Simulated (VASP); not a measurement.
A run of VASP 6.6.1:

File INCAR:

```
PREC = Accurate ; ENCUT = 520
EDIFF = 1E-6 ; ISMEAR = -1
SIGMA = 0.08 ; LREAL = False
LASPH = True ; NELM = 100
ALGO = Normal ; ISIF = 2
LWAVE = False ; LCHARG = True
GGA = CA ; LELF = True
LVHAR = True ; NBANDS = 23
```

File KPOINTS:

```
regular mesh
0
Gamma
  8 8 8
```

Contents of POSCAR:

```
LiZn
1.0
    0.0000000000      2.9681790490      2.9681790490
    2.9681790490      0.0000000000      2.9681790490
    2.9681790490      2.9681790490      0.0000000000
Li Zn
2 2
Direct
    0.5000000000      0.5000000000      0.5000000000
    0.7500000000      0.7500000000      0.7500000000
    0.0000000000      0.0000000000      0.0000000000
    0.2500000000      0.2500000000      0.2500000000
```

Potentials or basis: VASP PAW LDA potentials, release 64 (Li_sv, Zn).

The run is started by

```bash
$ cat potpaw_LDA.64/Li_sv/POTCAR potpaw_LDA.64/Zn/POTCAR > POTCAR
$ mpirun -np 1 vasp_std > vasp.out
```

Hardware: 1 thread of Intel(R) Xeon(R) 6975P-C (Granite Rapids), on a shared host.

Question: Estimate the wall time of this run.

Answer: It took 10 s on 1 thread of Intel(R) Xeon(R) 6975P-C (Granite Rapids), on a shared host, peak memory 0.16 GiB. Counts: scf iterations 12, k points 29.
